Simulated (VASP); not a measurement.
# WSe2 in VASP: a series of runs

WSe2 is run at these levels: r2SCAN; tasks: single point.

Everything below comes from runs of VASP 6.6.1. Logs are shortened: lines on timing, memory, paths and dates and some standing lists are left out, and cuts for length are marked.

## Step 1: The cell of the first run

The cell holds a slab with vacuum, 3 atoms: a = 3.314 Å, b = 3.314 Å, c = 16.409 Å, α = 90.00°, β = 90.00°, γ = 120.00°.

## Step 2: Single point, r2SCAN (strain +0.000 along x and y, -0.015 along z)

File POSCAR:

```
WSe2
1.0
    3.3143636123      0.0000000000      0.0000000000
   -1.6571818062      2.8703230856      0.0000000000
    0.0000000000      0.0000000000     16.4087960632
W Se
1 2
Direct
    0.0000000000      0.0000000000      0.0000000000
    0.3333333333      0.6666666667      0.0997031682
    0.3333333333      0.6666666667      0.9002968318
```

File INCAR.step1:

```
SYSTEM = WSe2
  PREC = Accurate
  ENCUT = 520
  ISMEAR = 0
  SIGMA = 0.05
  LREAL = .FALSE.
  LASPH = .TRUE.
  NELM = 60
  NBANDS = 20
  GGA = PE
  ALGO = Normal
  EDIFF = 1E-4
  LWAVE = .TRUE.
  LCHARG = .FALSE.
```

File INCAR.step2:

```
SYSTEM = WSe2
  PREC = Accurate
  ENCUT = 520
  EDIFF = 1E-6
  ISMEAR = 0
  SIGMA = 0.05
  LREAL = .FALSE.
  LASPH = .TRUE.
  NELM = 60
  ALGO = Normal
  ISIF = 2
  LWAVE = .FALSE.
  LCHARG = .FALSE.
  METAGGA = R2SCAN
  LMIXTAU = .TRUE.
  NBANDS = 20
  ISTART = 1
```

File KPOINTS:

```
regular mesh
0
G
  12 12 2
  0 0 0
```

Potentials or basis: VASP PAW PBE potentials, release 64 (W_sv, Se).

Command:

```bash
$ cat potpaw_PBE.64/W_sv/POTCAR potpaw_PBE.64/Se/POTCAR > POTCAR
$ cp INCAR.step1 INCAR
$ mpirun -np 1 vasp_std > vasp.out
$ cp INCAR.step2 INCAR
$ mpirun -np 1 vasp_std > vasp.out
```

OUTCAR:

```text
SYSTEM = WSe2
   PREC = Accurate
   ENCUT = 520
   EDIFF = 1E-6
   ISMEAR = 0
   LREAL = .FALSE.
   LASPH = .TRUE.
   NELM = 60
   ISIF = 2
   METAGGA = R2SCAN
   ISTART = 1

 ion  position               nearest neighbor table
   1  0.000  0.000  0.000-   2 2.52   3 2.52   2 2.52   3 2.52   2 2.52   3 2.52
   2  0.333  0.667  0.100-   1 2.52   1 2.52   1 2.52
   3  0.333  0.667  0.900-   1 2.52   1 2.52   1 2.52

  LATTYP: Found a hexagonal cell.
 ALAT       =     3.3143636123
 C/A-ratio  =     4.9508134842

  Lattice vectors:

 A1 = (   3.3143636123,   0.0000000000,   0.0000000000)
 A2 = (  -1.6571818062,   2.8703230856,   0.0000000000)
 A3 = (   0.0000000000,   0.0000000000,  16.4087960632)

Analysis of symmetry for initial positions (statically):
=====================================================================
 Subroutine PRICEL returns:
 Original cell was already a primitive cell.

 Routine SETGRP: Setting up the symmetry group for a
 hexagonal supercell.

 Subroutine GETGRP returns: Found 12 space group operations
 (whereof 12 operations were pure point group operations)
 out of a pool of 24 trial point group operations.

The static configuration has the point symmetry D_3h.

Analysis of symmetry for dynamics (positions and initial velocities):
=====================================================================
 Subroutine PRICEL returns:
 Original cell was already a primitive cell.

 Routine SETGRP: Setting up the symmetry group for a
 hexagonal supercell.

 Subroutine GETGRP returns: Found 12 space group operations
 (whereof 12 operations were pure point group operations)
 out of a pool of 24 trial point group operations.

The dynamic configuration has the point symmetry D_3h.

 Subroutine INISYM returns: Found 12 space group operations
 (whereof 12 operations are pure point group operations),
 and found     1 'primitive' translations

----------------------------------------------------------------------------------------

                                     Primitive cell

  volume of cell :     156.1017

  direct lattice vectors                    reciprocal lattice vectors
     3.314363612  0.000000000  0.000000000     0.301717046  0.174196418  0.000000000
    -1.657181806  2.870323086  0.000000000     0.000000000  0.348392836  0.000000000
     0.000000000  0.000000000 16.408796063     0.000000000  0.000000000  0.060942923

  length of vectors
     3.314363612  3.314363612 16.408796063     0.348392836  0.348392836  0.060942923

  position of ions in fractional coordinates (direct lattice)
     0.000000000  0.000000000  0.000000000
     0.333333333  0.666666667  0.099703168
     0.333333333  0.666666667  0.900296832

  ion indices of the primitive-cell ions
   primitive index   ion index
                 1           1
                 2           2
                 3           3

----------------------------------------------------------------------------------------

 KPOINTS: regular mesh

Automatic generation of k-mesh.
 Grid dimensions read from file:
 generate k-points for:   12   12    2

 Generating k-lattice:

  Cartesian coordinates                     Fractional coordinates (reciprocal lattice)
     0.025143087  0.014516368  0.000000000     0.083333333  0.000000000  0.000000000
     0.000000000  0.029032736  0.000000000     0.000000000  0.083333333  0.000000000
     0.000000000  0.000000000  0.030471462     0.000000000  0.000000000  0.500000000

  Length of vectors
     0.029032736  0.029032736  0.030471462

  Shift w.r.t. Gamma in fractional coordinates (k-lattice)
     0.000000000  0.000000000  0.000000000

 Subroutine IBZKPT returns following result:
 ===========================================

 Found     38 irreducible k-points:

 Following reciprocal coordinates:
            Coordinates               Weight
  0.000000  0.000000  0.000000      1.000000
  0.083333  0.000000  0.000000      6.000000
  0.166667  0.000000  0.000000      6.000000
  0.250000  0.000000  0.000000      6.000000
  0.333333  0.000000  0.000000      6.000000
  0.416667  0.000000  0.000000      6.000000
[... 16 lines left out ...]
  0.250000  0.000000  0.500000      6.000000
  0.333333  0.000000  0.500000      6.000000
 [... further k-points ...]
   k-points           NKPTS =     38   k-points in BZ     NKDIM =     38   number of bands    NBANDS=     20
   number of dos      NEDOS =    301   number of ions     NIONS =      3
   total plane-waves  NPLWV =  98784
   dimension x,y,z NGX =    28 NGY =   28 NGZ =  126
   dimension x,y,z NGXF=    56 NGYF=   56 NGZF=  252
   ions per type =               1   2
   NGX,Y,Z   is equivalent  to a cutoff of  14.04, 14.04, 12.77 a.u.
   NGXF,Y,Z  is equivalent  to a cutoff of  28.09, 28.09, 25.53 a.u.
 SYSTEM =  WSe2
   PREC   = accura    normal or accurate (medium, high low for compatibility)
   ISTART =      1    job   : 0-new  1-cont  2-samecut
   ICHARG =      0    charge: 1-file 2-atom 10-const
[... 43 lines left out ...]
   NGX = 13   NGY = 13   NGZ = 61

 number of electron      26.0000004 magnetization

 Free energy of the ion-electron system (eV)
  ---------------------------------------------------
  ext. energy  EPLUGINS =         0.00000000
  ---------------------------------------------------
  free energy    TOTEN  =       -81.73669641 eV

  energy without entropy =      -81.73669641  energy(sigma->0) =      -81.73669641

 E-fermi :  -0.7479     XC(G=0):  -4.8976

 val. band max:       -1.0468423757   @ k =   0.3333   0.3333   0.0000
 cond. band min:       0.5422118462   @ k =   0.3333   0.3333   0.0000
 fundamental gap:      1.5890542218
 Fermi energy:        -0.7478853775

 k-point     1 :       0.0000    0.0000    0.0000
  band No.  band energies     occupation
      1     -77.0035      2.00000
      2     -40.5914      2.00000
      3     -40.4970      2.00000
      4     -40.4970      2.00000
      5     -16.5158      2.00000
      6     -15.0575      2.00000
[... 12 lines left out ...]
     19       4.6185      0.00000
     20       4.6357      0.00000

 k-point     2 :       0.0833    0.0000    0.0000
  band No.  band energies     occupation
      1     -77.0028      2.00000
      2     -40.5882      2.00000
      3     -40.5131      2.00000
      4     -40.5008      2.00000
      5     -16.4081      2.00000
      6     -15.0079      2.00000
[... 12 lines left out ...]
     19       4.7704      0.00000
     20       4.9971      0.00000

 k-point     3 :       0.1667    0.0000    0.0000
  band No.  band energies     occupation
      1     -77.0008      2.00000
      2     -40.5796      2.00000
      3     -40.5567      2.00000
      4     -40.5109      2.00000
      5     -16.1001      2.00000
      6     -14.8666      2.00000
[... 12 lines left out ...]
     19       5.1528      0.00000
     20       5.7339      0.00000

 k-point     4 :       0.2500    0.0000    0.0000
  band No.  band energies     occupation
      1     -76.9981      2.00000
      2     -40.6157      2.00000
      3     -40.5678      2.00000
      4     -40.5248      2.00000
      5     -15.6388      2.00000
      6     -14.6575      2.00000
[... 12 lines left out ...]
     19       5.7374      0.00000
     20       6.2148      0.00000

 k-point     5 :       0.3333    0.0000    0.0000
  band No.  band energies     occupation
      1     -76.9954      2.00000
      2     -40.6740      2.00000
      3     -40.5559      2.00000
      4     -40.5387      2.00000
      5     -15.1126      2.00000
      6     -14.4253      2.00000
[... 12 lines left out ...]
     19       6.0583      0.00000
     20       6.3720      0.00000
[... 353 lines left out ...]
      6     -15.0079      2.00000
[... 12 lines left out ...]
     19       4.3520      0.00000
     20       5.3900      0.00000

 k-point    22 :       0.1667    0.0000    0.5000
  band No.  band energies     occupation
      1     -77.0008      2.00000
      2     -40.5796      2.00000
      3     -40.5567      2.00000
      4     -40.5110      2.00000
      5     -16.1001      2.00000
      6     -14.8666      2.00000
[... 12 lines left out ...]
     19       4.8743      0.00000
     20       6.3049      0.00000

 k-point    23 :       0.2500    0.0000    0.5000
  band No.  band energies     occupation
      1     -76.9981      2.00000
      2     -40.6157      2.00000
      3     -40.5678      2.00000
      4     -40.5248      2.00000
      5     -15.6388      2.00000
      6     -14.6575      2.00000
[... 12 lines left out ...]
     19       5.3814      0.00000
     20       6.7200      0.00000

 k-point    24 :       0.3333    0.0000    0.5000
  band No.  band energies     occupation
      1     -76.9954      2.00000
      2     -40.6740      2.00000
      3     -40.5559      2.00000
      4     -40.5386      2.00000
      5     -15.1126      2.00000
      6     -14.4253      2.00000
[... 12 lines left out ...]
     19       6.1113      0.00000
     20       6.2066      0.00000

 [... further k-points ...]

------------------------ aborting loop because EDIFF is reached ----------------------------------------

  FORCE on cell =-STRESS in cart. coord.  units (eV):
  Direction    XX          YY          ZZ          XY          YZ          ZX
  --------------------------------------------------------------------------------------
  -------------------------------------------------------------------------------------
  Total        0.6806651      0.6806651      1.6861858     -0.0000000      0.0000000      0.0000000
  in kB        6.9861258      6.9861258     17.3064650     -0.0000000      0.0000000      0.0000000
  external PRESSURE =      10.4262389 kB  Pullay stress =       0.0000000 kB

 VOLUME and BASIS-vectors are now :
 -----------------------------------------------------------------------------
  energy-cutoff  :      520.00
  volume of cell :      156.10
      direct lattice vectors                 reciprocal lattice vectors
     3.314363612  0.000000000  0.000000000     0.301717046  0.174196418  0.000000000
    -1.657181806  2.870323086  0.000000000     0.000000000  0.348392836  0.000000000
     0.000000000  0.000000000 16.408796063     0.000000000  0.000000000  0.060942923

 POSITION                                       TOTAL-FORCE (eV/Angst)
 -----------------------------------------------------------------------------------
      0.00000      0.00000      0.00000         0.000000      0.000000      0.000000
     -0.00000      1.91355      1.63601         0.000000      0.000000      0.518319
     -0.00000      1.91355     14.77279        -0.000000      0.000000     -0.518319
 -----------------------------------------------------------------------------------
    total drift:                                0.000001     -0.000001     -0.000000

  FREE ENERGIE OF THE ION-ELECTRON SYSTEM (eV)
  ---------------------------------------------------
  free  energy   TOTEN  =       -81.7366964058 eV

  energy  without entropy=      -81.7366964058  energy(sigma->0) =      -81.73669641
```

Run time: 4.7 min. Hardware: 1 thread of Intel Xeon 6975P-C (Granite Rapids), shared host; peak memory 0.4 GiB.

Results:

```
Free energy            : -81.7367 eV
Largest force          : 0.518 eV/Å
Band gap on the k mesh : 1.59 eV
```

Forces in eV/Å, atoms in the order of the input:
```
W    0.000  0.000  0.000
Se   0.000  0.000  0.518
Se   0.000  0.000 -0.518
```

Caveat: the cell differs from its parent crystal (strain +0.000 along x and y, -0.015 along z); the PAW data sets were made with another functional, which shifts forces and pressure a little; spin-orbit coupling is left out, which moves the levels of the heavy elements.

## Step 3: Single point, r2SCAN (strain -0.015 along x and y, +0.030 along z)

File POSCAR:

```
WSe2
1.0
    3.2646481581      0.0000000000      0.0000000000
   -1.6323240791      2.8272682393      0.0000000000
    0.0000000000      0.0000000000     17.1584364925
W Se
1 2
Direct
    0.0000000000      0.0000000000      0.0000000000
    0.3333333333      0.6666666667      0.0997031682
    0.3333333333      0.6666666667      0.9002968318
```

File INCAR.step1:

```
SYSTEM = WSe2
ALGO = Normal
EDIFF = 1E-4
ENCUT = 520
GGA = PE
ISMEAR = 0
LASPH = .TRUE.
LCHARG = .FALSE.
LREAL = .FALSE.
LWAVE = .TRUE.
NBANDS = 20
NELM = 60
PREC = Accurate
SIGMA = 0.05
```

File INCAR.step2:

```
SYSTEM = WSe2
ALGO = Normal
EDIFF = 1E-7
ENCUT = 520
ISIF = 2
ISMEAR = 0
ISTART = 1
LASPH = .TRUE.
LCHARG = .FALSE.
LMIXTAU = .TRUE.
LREAL = .FALSE.
LWAVE = .FALSE.
METAGGA = R2SCAN
NBANDS = 20
NELM = 60
PREC = Accurate
SIGMA = 0.05
```

File KPOINTS:

```
k-points
0
G
  12 12 2
  0 0 0
```

Potentials or basis: VASP PAW PBE potentials, release 64 (W_sv, Se).

Command:

```bash
$ cat potpaw_PBE.64/W_sv/POTCAR potpaw_PBE.64/Se/POTCAR > POTCAR
$ cp INCAR.step1 INCAR
$ mpirun -np 1 vasp_std > vasp.out
$ cp INCAR.step2 INCAR
$ mpirun -np 1 vasp_std > vasp.out
```

Wall time 3.5 min (1 thread of Intel Xeon 6975P-C (Granite Rapids), shared host); peak memory 0.35 GiB.

The run converged. Its results:

| Property | Result |
| --- | --- |
| Free energy | -81.7115 eV |
| Largest force | 0.519 eV/Å |
| Band gap on the k mesh | 1.71 eV (least direct gap 1.91 eV) |

Forces on the atoms (eV/Å):
```
W    0.000  0.000  0.000
Se   0.000  0.000 -0.519
Se   0.000  0.000  0.519
```

Levels at points of the mesh, in eV from the valence-band top:
```csv
k point,band 9,band 10,band 11,band 12,band 13,band 14,band 15,band 16,band 17,band 18
"(0.00, 0.00, 0.00)",-2.29,-2.29,-1.13,-1.13,-0.55,3.18,3.18,3.26,3.26,4.83
"(0.50, 0.00, 0.00)",-4.38,-3.03,-2.46,-1.10,-0.88,2.71,2.97,3.99,4.55,4.89
"(0.00, 0.00, 0.50)",-2.29,-2.29,-1.13,-1.13,-0.55,3.18,3.18,3.26,3.26,4.95
"(0.50, 0.00, 0.50)",-4.38,-3.03,-2.46,-1.10,-0.88,2.71,2.97,3.99,4.55,4.89
```

Caveat: the cell differs from its parent crystal (strain -0.015 along x and y, +0.030 along z); the PAW data sets were made with another functional, which shifts forces and pressure a little; spin-orbit coupling is left out, which moves the levels of the heavy elements.

## Step 4: Single point, r2SCAN (strain +0.015 along x and y, -0.030 along z)

File POSCAR:

```
WSe2
1.0
    3.3640790665      0.0000000000      0.0000000000
   -1.6820395333      2.9133779319      0.0000000000
    0.0000000000      0.0000000000     16.1589159201
W Se
1 2
Direct
    0.0000000000      0.0000000000      0.0000000000
    0.3333333333      0.6666666667      0.0997031682
    0.3333333333      0.6666666667      0.9002968318
```

File INCAR.step1:

```
PREC = Accurate ; ENCUT = 520
ISMEAR = 0 ; SIGMA = 0.05
LREAL = False ; LASPH = True
NELM = 100 ; NBANDS = 20
GGA = PE ; ALGO = Normal
EDIFF = 1E-4 ; LWAVE = True
LCHARG = False
```

File INCAR.step2:

```
PREC = Accurate ; ENCUT = 520
EDIFF = 1E-6 ; ISMEAR = 0
SIGMA = 0.05 ; LREAL = False
LASPH = True ; NELM = 100
ALGO = Normal ; ISIF = 2
LWAVE = False ; LCHARG = True
METAGGA = R2SCAN ; LMIXTAU = True
LELF = True ; LVHAR = True
NBANDS = 20 ; ISTART = 1
```

File KPOINTS:

```
regular mesh
0
Gamma
  12 12 2
```

Command:

```bash
$ cat potpaw_PBE.64/W_sv/POTCAR potpaw_PBE.64/Se/POTCAR > POTCAR
$ cp INCAR.step1 INCAR
$ mpirun -np 1 vasp_std > vasp.out
$ cp INCAR.step2 INCAR
$ mpirun -np 1 vasp_std > vasp.out
```

It took 4.6 min on 1 thread of Intel Xeon 6975P-C (Granite Rapids), shared host; peak memory 0.39 GiB.

Results (log left out):

| Item | Value |
| --- | --- |
| Free energy | -81.7099 eV |
| Largest force | 0.664 eV/Å |
| Band gap on the k mesh | 1.34 eV (least direct gap 1.40 eV) |

Forces on the atoms (eV/Å):
```
W    0.000  0.000  0.000
Se   0.000  0.000  0.664
Se   0.000  0.000 -0.664
```

Levels at points of the mesh, in eV from the valence-band top:
```tsv
k point	band 10	band 11	band 12	band 13	band 14	band 15	band 16	band 17
(0.00, 0.00, 0.00)	-1.95	-1.64	-1.64	0.00	2.98	2.98	3.28	3.28
(0.50, 0.00, 0.00)	-3.37	-2.00	-1.35	-0.98	2.28	2.71	4.09	4.72
(0.00, 0.00, 0.50)	-1.95	-1.64	-1.64	0.00	2.98	2.98	3.28	3.28
(0.50, 0.00, 0.50)	-3.37	-2.00	-1.35	-0.98	2.28	2.71	4.09	4.72
```

Caveat: the cell differs from its parent crystal (strain +0.015 along x and y, -0.030 along z); the PAW data sets were made with another functional, which shifts forces and pressure a little; spin-orbit coupling is left out, which moves the levels of the heavy elements.

## Step 5: Single point, r2SCAN (strain +0.000 along x and y, +0.015 along z)

File POSCAR:

```
WSe2
1.0
    3.3143636123      0.0000000000      0.0000000000
   -1.6571818062      2.8703230856      0.0000000000
    0.0000000000      0.0000000000     16.9085563494
W Se
1 2
Direct
    0.0000000000      0.0000000000      0.0000000000
    0.3333333333      0.6666666667      0.0997031682
    0.3333333333      0.6666666667      0.9002968318
```

File INCAR.step1:

```
SYSTEM = WSe2
PREC = Accurate ; ENCUT = 520
ISMEAR = 0 ; SIGMA = 0.05
LREAL = .False. ; LASPH = .True.
NELM = 100 ; NBANDS = 20
GGA = PE ; ALGO = Normal
EDIFF = 1E-4 ; LWAVE = .True.
LCHARG = .False.
```

File INCAR.step2:

```
SYSTEM = WSe2
PREC = Accurate ; ENCUT = 520
EDIFF = 1E-6 ; ISMEAR = 0
SIGMA = 0.05 ; LREAL = .False.
LASPH = .True. ; NELM = 100
ALGO = Normal ; ISIF = 2
LWAVE = .False. ; LCHARG = .True.
METAGGA = R2SCAN ; LMIXTAU = .True.
LELF = .True. ; LVHAR = .True.
NBANDS = 20 ; ISTART = 1
```

File KPOINTS:

```
regular mesh
0
Gamma
  12 12 2
  0 0 0
```

Command:

```bash
$ cat potpaw_PBE.64/W_sv/POTCAR potpaw_PBE.64/Se/POTCAR > POTCAR
$ cp INCAR.step1 INCAR
$ mpirun -np 1 vasp_std > vasp.out
$ cp INCAR.step2 INCAR
$ mpirun -np 1 vasp_std > vasp.out
```

It took 4.9 min on 1 thread of Intel Xeon 6975P-C (Granite Rapids), shared host; peak memory 0.41 GiB.

Results (log left out):

* Free energy: -81.7416 eV
* Largest force: 0.400 eV/Å
* Band gap on the k mesh: 1.69 eV

Forces on the atoms (eV/Å):
```
W    0.000  0.000  0.000
Se   0.000  0.000 -0.400
Se   0.000  0.000  0.400
```

Levels at points of the mesh, in eV from the valence-band top:
```
           k point  band 10  band 11  band 12  band 13  band 14  band 15  band 16  band 17
(0.00, 0.00, 0.00)    -2.31    -1.30    -1.30    -0.35     3.05     3.05     3.18     3.18
(0.50, 0.00, 0.00)    -3.11    -2.30    -1.04    -1.04     2.51     2.87     3.98     4.52
(0.00, 0.00, 0.50)    -2.31    -1.30    -1.30    -0.35     3.05     3.05     3.18     3.18
(0.50, 0.00, 0.50)    -3.11    -2.30    -1.04    -1.04     2.51     2.87     3.98     4.52
```

Caveat: the cell differs from its parent crystal (strain +0.000 along x and y, +0.015 along z); the PAW data sets were made with another functional, which shifts forces and pressure a little; spin-orbit coupling is left out, which moves the levels of the heavy elements.

## Step 6: Summary

| cell | gap on the mesh (eV) | largest force (eV/Å) |
| --- | --- | --- |
| a = 3.314, b = 3.314, c = 16.409 Å, angles 90.0, 90.0, 120.0°, 3 atoms | 1.59 | 0.52 |
| a = 3.265, b = 3.265, c = 17.158 Å, angles 90.0, 90.0, 120.0°, 3 atoms | 1.71 | 0.52 |
| a = 3.364, b = 3.364, c = 16.159 Å, angles 90.0, 90.0, 120.0°, 3 atoms | 1.34 | 0.66 |
| a = 3.314, b = 3.314, c = 16.909 Å, angles 90.0, 90.0, 120.0°, 3 atoms | 1.69 | 0.40 |

Alike in all rows: task single point; level r2SCAN; potentials or basis VASP PAW PBE potentials, release 64 (W_sv, Se); no spin polarisation; k mesh 12 × 12 × 2; cutoff (eV) 520; smearing gaussian 0.05 eV.

Caveats: the PAW data sets were made with another functional, which shifts forces and pressure a little; spin-orbit coupling is left out, which moves the levels of the heavy elements.

Absolute energies hang on the potentials; compare differences alone.
